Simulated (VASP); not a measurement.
# AlNi in VASP: a series of runs

The runs below take AlNi through single point, with PBE.

Program: VASP 6.6.1. These are calculated values, not measurements. Logs are shortened: lines on timing, memory, paths and dates and some standing lists are left out, and cuts for length are marked.

## (1) The cell of the first run

Symmetry: R3m, No. 160, trigonal system. The conventional cell has a = 4.074 Å, b = 4.074 Å, c = 4.990 Å, α = 90.00°, β = 90.00°, γ = 120.00°. Al (site symmetry 3m) has 8 Ni at 2.42 to 2.58 Å and 6 Al at 2.88 Å within 3.2 Å. Ni (site symmetry 3m) has 8 Al at 2.42 to 2.58 Å and 6 Ni at 2.88 Å within 3.2 Å.

## (2) Single point, PBE, collinear spin, ferromagnetic start (atom 2 (Ni) moved by [0.046188, 0.046188, 0.046188] A)

File INCAR:

```
PREC = Accurate
ENCUT = 520
EDIFF = 1E-6
ISMEAR = -1
SIGMA = 0.03
LREAL = False
LASPH = True
NELM = 150
ALGO = Normal
ISIF = 2
LWAVE = False
LCHARG = False
ISPIN = 2
MAGMOM = 0 1.5
LORBIT = 11
LMAXMIX = 4
GGA = PE
NBANDS = 18
```

File KPOINTS:

```
Automatic mesh
0
Gamma
  14 14 14
```

File POSCAR:

```
AlNi
1.0
    2.8810000000      0.0000000000      0.0000000000
    0.0000000000      2.8810000000      0.0000000000
    0.0000000000      0.0000000000      2.8810000000
Al Ni
1 1
Direct
    0.0000000000      0.0000000000      0.0000000000
    0.5160319334      0.5160319334      0.5160319334
```

Potentials or basis: VASP PAW PBE potentials, release 64 (Al, Ni).

Launch:

```console
$ cat potpaw_PBE.64/Al/POTCAR potpaw_PBE.64/Ni/POTCAR > POTCAR
$ mpirun -np 1 vasp_std > vasp.out
```

OUTCAR:

```text
PREC = Accurate
   ENCUT = 520
   EDIFF = 1E-6
   ISMEAR = -1
   LREAL = False
   LASPH = True
   NELM = 150
   ISIF = 2
   ISPIN = 2
   LORBIT = 11
   GGA = PE

 ion  position               nearest neighbor table
   1  0.000  0.000  0.000-   2 2.42   2 2.47   2 2.47   2 2.47   2 2.52   2 2.52   2 2.52   2 2.58

   2  0.516  0.516  0.516-   1 2.42   1 2.47   1 2.47   1 2.47   1 2.52   1 2.52   1 2.52   1 2.58

  LATTYP: Found a simple cubic cell.
 ALAT       =     2.8810000000

  Lattice vectors:

 A1 = (   2.8810000000,   0.0000000000,   0.0000000000)
 A2 = (   0.0000000000,   2.8810000000,   0.0000000000)
 A3 = (   0.0000000000,   0.0000000000,   2.8810000000)

Analysis of symmetry for initial positions (statically):
=====================================================================
 Subroutine PRICEL returns:
 Original cell was already a primitive cell.

 Routine SETGRP: Setting up the symmetry group for a
 simple cubic supercell.

 Subroutine GETGRP returns: Found  6 space group operations
 (whereof  6 operations were pure point group operations)
 out of a pool of 48 trial point group operations.

The static configuration has the point symmetry C_3v.

Analysis of symmetry for dynamics (positions and initial velocities):
=====================================================================
 Subroutine PRICEL returns:
 Original cell was already a primitive cell.

 Routine SETGRP: Setting up the symmetry group for a
 simple cubic supercell.

 Subroutine GETGRP returns: Found  6 space group operations
 (whereof  6 operations were pure point group operations)
 out of a pool of 48 trial point group operations.

The dynamic configuration has the point symmetry C_3v.

Analysis of structural, dynamic, and magnetic symmetry:
=====================================================================
 Subroutine PRICEL returns:
 Original cell was already a primitive cell.

 Routine SETGRP: Setting up the symmetry group for a
 simple cubic supercell.

 Subroutine GETGRP returns: Found  6 space group operations
 (whereof  6 operations were pure point group operations)
 out of a pool of 48 trial point group operations.

The overall configuration has the point symmetry C_3v.

 Subroutine INISYM returns: Found  6 space group operations
 (whereof  6 operations are pure point group operations),
 and found     1 'primitive' translations
[... 113 lines left out ...]
   IMIX   =      4    mixing-type and parameters
     AMIX     =   0.40;   BMIX     =  1.00
     AMIX_MAG =   1.60;   BMIX_MAG =  1.00
  volume/ion in A,a.u.               =      11.96        80.69
  Fermi-wavevector in a.u.,A,eV,Ry     =   1.336122  2.524904 24.289410  1.785221
  Thomas-Fermi vector in A             =   2.464773
   LORBIT       =     11    0 simple, 1 ext, 2 COOP (PROOUT), +10 PAW based schemes
   GGA     = PE    functional components
   LHFCALC =     F    Hartree Fock is set to
   AEXX    =    0.0000 exact exchange contribution
   IVDW    =     0    specifies the selected vdW correction
   LEPSILON=     F    determine dielectric tensor
   LRPA    =     F    only Hartree local field effects (RPA)
 spin polarized calculation
  energy-cutoff  :      520.00
  volume of cell :       23.91
 maximum number of plane-waves:       660
 NGX is ok and might be reduce to    24
   NGX = 11   NGY = 11   NGZ = 11

 number of electron      13.0000002 magnetization       0.0026269

 number of electron      13.0000002 magnetization      -0.0019187

 Free energy of the ion-electron system (eV)
  ---------------------------------------------------
  ext. energy  EPLUGINS =         0.00000000
  ---------------------------------------------------
  free energy    TOTEN  =       -10.51721117 eV

  energy without entropy =      -10.51402282  energy(sigma->0) =      -10.51561700

 E-fermi :   9.9902     XC(G=0): -12.0464

 val. band max:        9.9873298905   @ k =   0.3571   0.1429   0.1429
 cond. band min:      10.0296783501   @ k =  -0.0714   0.2857   0.3571
 fundamental gap:      0.0423484595
 Fermi energy:         9.9902015834

 spin component 1

 k-point     1 :       0.0000    0.0000    0.0000
  band No.  band energies     occupation
      1      -1.1112      1.00000
      2       6.7930      1.00000
      3       6.7930      1.00000
      4       8.4729      1.00000
      5       8.4824      1.00000
      6       8.4824      1.00000
[... 493 lines left out ...]
     17      31.9363      0.00000
     18      34.3975      0.00000

 [... further k-points ...]

 spin component 2

 k-point     1 :       0.0000    0.0000    0.0000
  band No.  band energies     occupation
      1      -1.1113      1.00000
      2       6.7928      1.00000
      3       6.7928      1.00000
      4       8.4719      1.00000
      5       8.4814      1.00000
      6       8.4814      1.00000
[... 493 lines left out ...]
     17      31.9363      0.00000
     18      34.3973      0.00000

 [... further k-points ...]

------------------------ aborting loop because EDIFF is reached ----------------------------------------

  FORCE on cell =-STRESS in cart. coord.  units (eV):
  Direction    XX          YY          ZZ          XY          YZ          ZX
  --------------------------------------------------------------------------------------
  -------------------------------------------------------------------------------------
  Total        0.4149006      0.4149006      0.4149006      0.0465902      0.0465902      0.0465902
  in kB       27.7987252     27.7987252     27.7987252      3.1215874      3.1215874      3.1215874
  external PRESSURE =      27.7987252 kB  Pullay stress =       0.0000000 kB

 VOLUME and BASIS-vectors are now :
 -----------------------------------------------------------------------------
  energy-cutoff  :      520.00
  volume of cell :       23.91
      direct lattice vectors                 reciprocal lattice vectors
     2.881000000  0.000000000  0.000000000     0.347101701  0.000000000  0.000000000
     0.000000000  2.881000000  0.000000000     0.000000000  0.347101701  0.000000000
     0.000000000  0.000000000  2.881000000     0.000000000  0.000000000  0.347101701

 POSITION                                       TOTAL-FORCE (eV/Angst)
 -----------------------------------------------------------------------------------
      0.00000      0.00000      0.00000         0.280106      0.280106      0.280106
      1.48669      1.48669      1.48669        -0.280106     -0.280106     -0.280106
 -----------------------------------------------------------------------------------
    total drift:                                0.000261      0.000261      0.000246

  FREE ENERGIE OF THE ION-ELECTRON SYSTEM (eV)
  ---------------------------------------------------
  free  energy   TOTEN  =       -10.5172111744 eV

  energy  without entropy=      -10.5140228212  energy(sigma->0) =      -10.51561700

 total charge

# of ion       s       p       d       tot
------------------------------------------
    1        0.385   0.414   0.000   0.800
    2        0.477   0.516   8.477   9.469
--------------------------------------------------
tot          0.862   0.930   8.477  10.269

 magnetization (x)

# of ion       s       p       d       tot
------------------------------------------
    1        0.000   0.000   0.000   0.000
    2       -0.000  -0.000  -0.000  -0.000
--------------------------------------------------
tot          0.000  -0.000  -0.000  -0.000
```

OSZICAR:

```text
N       E                     dE             d eps       ncg     rms          rms(c)
DAV:   1     0.463247729204E+02    0.46325E+02   -0.50336E+03 21210   0.761E+02
DAV:   2    -0.914885994506E+01   -0.55474E+02   -0.48741E+02 22560   0.164E+02
DAV:   3    -0.117802798511E+02   -0.26314E+01   -0.25815E+01 24764   0.367E+01
DAV:   4    -0.118145513601E+02   -0.34272E-01   -0.34237E-01 24182   0.371E+00
DAV:   5    -0.118153085514E+02   -0.75719E-03   -0.75713E-03 24346   0.600E-01    0.131E+01
DAV:   6    -0.142105425856E+02   -0.23952E+01   -0.42883E+01 23446   0.777E+01    0.173E+01
DAV:   7    -0.105413850125E+02    0.36692E+01   -0.13066E+01 23632   0.456E+01    0.176E+00
DAV:   8    -0.105295549325E+02    0.11830E-01   -0.35784E-01 27222   0.571E+00    0.110E+00
DAV:   9    -0.105169325042E+02    0.12622E-01   -0.43814E-02 24976   0.189E+00    0.606E-01
DAV:  10    -0.105171294807E+02   -0.19698E-03   -0.10871E-03 27524   0.305E-01    0.210E-01
DAV:  11    -0.105171692475E+02   -0.39767E-04   -0.19694E-03 27474   0.383E-01    0.744E-02
DAV:  12    -0.105172114041E+02   -0.42157E-04   -0.12959E-04 27080   0.104E-01    0.330E-02
DAV:  13    -0.105172111744E+02    0.22970E-06   -0.89719E-06 26388   0.258E-02
   1 F= -.10517211E+02 E0= -.10515617E+02  d E =-.318835E-02  mag=     0.0003
```

stdout:

```text
POSCAR found type information on POSCAR AlNi
 POSCAR found :  2 types and       2 ions
 scaLAPACK will be used
 LDA part: xc-table for (Slater+PW92), standard interpolation
 POSCAR, INCAR and KPOINTS ok, starting setup
 FFT: planning ... GRIDC
 FFT: planning ... GRID_SOFT
 FFT: planning ... GRID
 WAVECAR not read
 entering main loop
```

It took 82 s on 1 thread of Intel Xeon Platinum 8488C (Sapphire Rapids), shared host; peak memory 0.3 GiB.

Results:

```
Free energy                                           : -10.5172 eV
Pressure                                              : 2.8 GPa
Largest force                                         : 0.485 eV/Å
Net moment                                            : 0.00 μB per cell
Valence electrons inside the program's atomic spheres : Al 0.80; Ni 9.47
```

Forces in eV/Å, atoms in the order of the input:
```
Al   0.280  0.280  0.280
Ni  -0.280 -0.280 -0.280
```

Caveat: the cell differs from its parent crystal (atom 2 (Ni) moved by [0.046188, 0.046188, 0.046188] A).

## (3) Single point, PBE, collinear spin, ferromagnetic start (11.48 Å³/atom)

This run uses another cell than the first one, of 11.48 Å³/atom.

File INCAR:

```
SYSTEM = AlNi
PREC = Accurate
ENCUT = 600
EDIFF = 1E-6
ISMEAR = -1
SIGMA = 0.03
LREAL = .FALSE.
LASPH = .TRUE.
NELM = 200
ALGO = Normal
ISIF = 2
LWAVE = .FALSE.
LCHARG = .FALSE.
ISPIN = 2
MAGMOM = 0 1.5
LORBIT = 11
LMAXMIX = 4
GGA = PE
NBANDS = 18
GGA_COMPAT = .FALSE.
```

File KPOINTS:

```
regular mesh
0
G
  14 14 14
  0 0 0
```

File POSCAR:

```
AlNi
1.0
    2.8420627945      0.0000000000      0.0000000000
    0.0000000000      2.8420627945      0.0000000000
    0.0000000000      0.0000000000      2.8420627945
Al Ni
1 1
Direct
    0.0000000000      0.0000000000      0.0000000000
    0.5000000000      0.5000000000      0.5000000000
```

Potentials or basis: VASP PAW PBE potentials, release 64 (Al, Ni).

Launch:

```console
$ cat potpaw_PBE.64/Al/POTCAR potpaw_PBE.64/Ni/POTCAR > POTCAR
$ mpirun -np 1 vasp_std > vasp.out
```

OUTCAR:

```text
SYSTEM = AlNi
   PREC = Accurate
   ENCUT = 600
   EDIFF = 1E-6
   ISMEAR = -1
   LREAL = .FALSE.
   LASPH = .TRUE.
   NELM = 200
   ISIF = 2
   ISPIN = 2
   LORBIT = 11
   GGA = PE

 ion  position               nearest neighbor table
   1  0.000  0.000  0.000-   2 2.46   2 2.46   2 2.46   2 2.46   2 2.46   2 2.46   2 2.46   2 2.46

   2  0.500  0.500  0.500-   1 2.46   1 2.46   1 2.46   1 2.46   1 2.46   1 2.46   1 2.46   1 2.46

  LATTYP: Found a simple cubic cell.
 ALAT       =     2.8420627945

  Lattice vectors:

 A1 = (   2.8420627945,   0.0000000000,   0.0000000000)
 A2 = (   0.0000000000,   2.8420627945,   0.0000000000)
 A3 = (   0.0000000000,   0.0000000000,   2.8420627945)

Analysis of symmetry for initial positions (statically):
=====================================================================
 Subroutine PRICEL returns:
 Original cell was already a primitive cell.

 Routine SETGRP: Setting up the symmetry group for a
 simple cubic supercell.

 Subroutine GETGRP returns: Found 48 space group operations
 (whereof 48 operations were pure point group operations)
 out of a pool of 48 trial point group operations.

The static configuration has the point symmetry O_h .

Analysis of symmetry for dynamics (positions and initial velocities):
=====================================================================
 Subroutine PRICEL returns:
 Original cell was already a primitive cell.

 Routine SETGRP: Setting up the symmetry group for a
 simple cubic supercell.

 Subroutine GETGRP returns: Found 48 space group operations
 (whereof 48 operations were pure point group operations)
 out of a pool of 48 trial point group operations.

The dynamic configuration has the point symmetry O_h .

Analysis of structural, dynamic, and magnetic symmetry:
=====================================================================
 Subroutine PRICEL returns:
 Original cell was already a primitive cell.

 Routine SETGRP: Setting up the symmetry group for a
 simple cubic supercell.
[... 149 lines left out ...]
  ext. energy  EPLUGINS =         0.00000000
  ---------------------------------------------------
  free energy    TOTEN  =       -10.50231835 eV

  energy without entropy =      -10.49912420  energy(sigma->0) =      -10.50072127

 E-fermi :  10.5427     XC(G=0): -12.2458

 val. band max:       10.5416055943   @ k =   0.3571   0.2143   0.0714
 cond. band min:      10.5520846587   @ k =   0.3571   0.1429   0.1429
 fundamental gap:      0.0104790644
 Fermi energy:        10.5426528172

 spin component 1

 k-point     1 :       0.0000    0.0000    0.0000
  band No.  band energies     occupation
      1      -0.8642      1.00000
      2       7.1490      1.00000
      3       7.1490      1.00000
      4       8.9490      1.00000
      5       8.9490      1.00000
      6       8.9490      1.00000
[... 493 lines left out ...]
     17      33.5761      0.00000
     18      35.8015      0.00000

 [... further k-points ...]

 spin component 2

 k-point     1 :       0.0000    0.0000    0.0000
  band No.  band energies     occupation
      1      -0.8642      1.00000
      2       7.1489      1.00000
      3       7.1489      1.00000
      4       8.9490      1.00000
      5       8.9490      1.00000
      6       8.9490      1.00000
[... 493 lines left out ...]
     17      33.5761      0.00000
     18      35.8015      0.00000

 [... further k-points ...]

------------------------ aborting loop because EDIFF is reached ----------------------------------------

  FORCE on cell =-STRESS in cart. coord.  units (eV):
  Direction    XX          YY          ZZ          XY          YZ          ZX
  --------------------------------------------------------------------------------------
  -------------------------------------------------------------------------------------
  Total        1.3600560      1.3600560      1.3600560      0.0000000      0.0000000     -0.0000000
  in kB       94.9218841     94.9218841     94.9218841      0.0000000      0.0000000     -0.0000000
  external PRESSURE =      94.9218841 kB  Pullay stress =       0.0000000 kB

 VOLUME and BASIS-vectors are now :
 -----------------------------------------------------------------------------
  energy-cutoff  :      600.00
  volume of cell :       22.96
      direct lattice vectors                 reciprocal lattice vectors
     2.842062794  0.000000000  0.000000000     0.351857110  0.000000000  0.000000000
     0.000000000  2.842062794  0.000000000     0.000000000  0.351857110  0.000000000
     0.000000000  0.000000000  2.842062794     0.000000000  0.000000000  0.351857110

 POSITION                                       TOTAL-FORCE (eV/Angst)
 -----------------------------------------------------------------------------------
      0.00000      0.00000      0.00000         0.000000      0.000000      0.000000
      1.42103      1.42103      1.42103         0.000000      0.000000      0.000000
 -----------------------------------------------------------------------------------
    total drift:                                0.000000      0.000000     -0.000000

  FREE ENERGIE OF THE ION-ELECTRON SYSTEM (eV)
  ---------------------------------------------------
  free  energy   TOTEN  =       -10.5023183459 eV

  energy  without entropy=      -10.4991241953  energy(sigma->0) =      -10.50072127

 total charge

# of ion       s       p       d       tot
------------------------------------------
    1        0.388   0.432   0.000   0.821
    2        0.492   0.552   8.495   9.539
--------------------------------------------------
tot          0.881   0.984   8.495  10.360

 magnetization (x)

# of ion       s       p       d       tot
------------------------------------------
    1        0.000   0.000   0.000   0.000
    2       -0.000  -0.000  -0.000  -0.000
--------------------------------------------------
tot          0.000   0.000  -0.000  -0.000
```

stdout:

```text
POSCAR found type information on POSCAR AlNi
 POSCAR found :  2 types and       2 ions
 scaLAPACK will be used
 LDA part: xc-table for (Slater+PW92), standard interpolation
 POSCAR, INCAR and KPOINTS ok, starting setup
 FFT: planning ... GRIDC
 FFT: planning ... GRID_SOFT
 FFT: planning ... GRID
 WAVECAR not read
 entering main loop
```

Run time: 2.9 min. Hardware: 1 thread of AMD EPYC 7R13, shared host; peak memory 0.19 GiB.

What came out:

```yaml
Free_energy: -10.5023 eV
Pressure: 9.5 GPa
Net_moment: 0.00 μB per cell
Valence_electrons_inside_the_program's_atomic_spheres: Al 0.82; Ni 9.54
```

Caveat: the cell stands under pressure.
